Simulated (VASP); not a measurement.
Set up this calculation in VASP 6.6.1, as the native input.

| Quantity | Value |
| --- | --- |
| Task | single point |
| Functional | PBE |
| Dispersion | D3(BJ) |
| Potentials or basis | VASP PAW PBE potentials, release 64 (Na_pv) |
| Cutoff | 520 eV |
| k mesh | 3 × 3 × 1 |
| Occupations | gaussian, width 0.1 eV |
| Spin | no spin polarisation |
| Dipole correction | yes |
| Further INCAR settings | ALGO = Normal; EDIFF = 1e-07; NBANDS = 54 |

The structure of Na lies in POSCAR:

```
Na
1.0
    7.0632143068      0.0000000000      0.0000000000
   -2.3544047689      6.6592623111      0.0000000000
    0.0000000000      0.0000000000     25.3335903319
Na
12
Direct
    0.2500000000      0.2500000000      0.3157862701
    0.2500000000      0.7500000000      0.3157862701
    0.7500000000      0.2500000000      0.3157862701
    0.7500000000      0.7500000000      0.3157862701
    0.4976614032      0.5042864970      0.4284426890
    0.5092956594      0.0067834005      0.4352611198
   -0.0059607765      0.4906970687      0.4357580319
    0.0048331944     -0.0082208230      0.4274037728
    0.7559823650      0.7523279867      0.5413677135
    0.7446918547      0.2459739746      0.5603955461
    0.2571889053      0.7492349893      0.5510067712
    0.2456841922      0.2444963363      0.5397594240
```

The input as run:

INCAR

```
PREC     = Accurate       # precision mode
ENCUT    = 520            # plane-wave cutoff, eV
EDIFF    = 1E-7           # SCF threshold, eV
ISMEAR   = 0              # smearing method
SIGMA    = 0.1            # smearing width, eV
LREAL    = False          # projectors in reciprocal space
LASPH    = True           # aspherical terms in the spheres
NELM     = 80             # most SCF steps
ALGO     = Normal         # electronic algorithm
ISIF     = 2              # what is computed and relaxed
LWAVE    = False          # write WAVECAR
LCHARG   = True           # write CHGCAR
LDIPOL   = True         
IDIPOL   = 3            
DIPOL    = 0.5 0.5 0.432
GGA      = PE             # functional
IVDW     = 12             # dispersion correction
LELF     = True           # ELF
LVHAR    = True         
LVACPOTAV= True         
NBANDS   = 54             # bands
```

KPOINTS

```
Automatic mesh
0
Gamma
  3 3 1
```

Potentials or basis: VASP PAW PBE potentials, release 64 (Na_pv).

Run with:

```console
$ cat potpaw_PBE.64/Na_pv/POTCAR > POTCAR
$ mpirun -np 1 vasp_std > vasp.out
```

Results of the run:

| Quantity | Value |
| --- | --- |
| Largest force | 0.058 eV/Å |
| Band gap on the k mesh | zero (bands 42 and 43 overlap by 0.44 eV) |
| Dispersion energy per atom | -0.120 eV |

Run time: 7.5 min on 1 thread of Intel(R) Xeon(R) 6975P-C (Granite Rapids), on a shared host, peak memory 1 GiB.
